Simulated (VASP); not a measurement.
## As: single point with PBE+D3(BJ)

As, a slab with vacuum:

```
As
1.0
     3.57134    0.00000    0.00000
    -1.78567    3.09287    0.00000
     0.00000    0.00000   20.29528
As
4
Direct
  0.33333 0.66667 0.29059
  0.66667 0.33333 0.22173
  0.00000 0.33333 0.52895
  0.66667 0.66667 0.46009
```

This cell differs from its parent crystal: layers slid over each other.

```
Program             : VASP 6.6.1
Task                : single point
Functional          : PBE
Dispersion          : D3(BJ)
Potentials or basis : VASP PAW PBE potentials, release 64 (As_d)
Cutoff              : 400 eV
k mesh              : 9 × 9 × 1
Occupations         : gaussian, width 0.05 eV
Spin                : no spin polarisation
```

The largest force is 0.062 eV/Å and the band gap on the k mesh is 1.07 eV (least direct gap 1.59 eV). The dispersion energy per atom is -0.267 eV.

Forces in eV/Å, atoms in the order of the input:
```
As  -0.051  0.003  0.034
As  -0.023 -0.003 -0.012
As   0.023 -0.003  0.012
As   0.051  0.003 -0.034
```

Levels at points of the mesh, in eV from the valence-band top:
```csv
k point,band 27,band 28,band 29,band 30,band 31,band 32,band 33,band 34
"(0.00, 0.00, 0.00)",-0.18,-0.17,-0.15,-0.09,1.76,2.30,3.31,3.31
```

Run time: 100 s on 1 thread of Intel(R) Xeon(R) 6975P-C (Granite Rapids), with other jobs on the host, peak memory 0.32 GiB.

Caveat: the cell differs from its parent crystal (layers slid over each other).
